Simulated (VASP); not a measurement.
Write the native input for VASP 6.6.1 that does the following.

```yaml
Task: single point
Functional: PBEsol
Potentials_or_basis: VASP PAW PBE potentials, release 64 (W_sv, Se)
Cutoff: 520 eV
k_mesh: 12 × 12 × 2
Occupations: gaussian, width 0.05 eV
Spin: no spin polarisation
Dipole_correction: no
Further_INCAR_settings: ALGO = Normal; EDIFF = 1e-06; NBANDS = 20
```

The structure of WSe2 lies in POSCAR:

```
WSe2
1.0
    3.2211988882      0.0000000000      0.0000000000
   -1.6105994441      2.7896400678      0.0000000000
    0.0000000000      0.0000000000     16.6612170741
W Se
1 2
Direct
    0.0000000000      0.0000000000      0.0000000000
    0.3333333333      0.6666666667      0.1003992715
    0.3333333333      0.6666666667      0.8996007285
```

This cell differs from its parent crystal: strain -0.015 along x and y, +0.000 along z.

One way to write it, as run:

INCAR

```
SYSTEM = WSe2
PREC = Accurate ; ENCUT = 520
EDIFF = 1E-6 ; ISMEAR = 0
SIGMA = 0.05 ; LREAL = .False.
LASPH = .True. ; NELM = 100
ALGO = Normal ; ISIF = 2
LWAVE = .False. ; LCHARG = .True.
GGA = PS ; LELF = .True.
LVHAR = .True. ; NBANDS = 20
```

KPOINTS

```
regular mesh
0
Gamma
  12 12 2
  0 0 0
```

Potentials or basis: VASP PAW PBE potentials, release 64 (W_sv, Se).

Run with:

```sh
$ cat potpaw_PBE.64/W_sv/POTCAR potpaw_PBE.64/Se/POTCAR > POTCAR
$ mpirun -np 1 vasp_std > vasp.out
```

Results of the run:

The largest force is 0.419 eV/Å. The band gap on the k mesh is 1.67 eV (least direct gap 1.86 eV).

Caveat: the cell differs from its parent crystal (strain -0.015 along x and y, +0.000 along z); there is no dipole correction, which matters where the two faces differ; the PAW data sets were made with another functional, which shifts forces and pressure a little; spin-orbit coupling is left out, which moves the levels of the heavy elements.

Run time: 3.8 min on 1 thread of AMD EPYC 7R13 (shared host), peak memory 0.28 GiB.
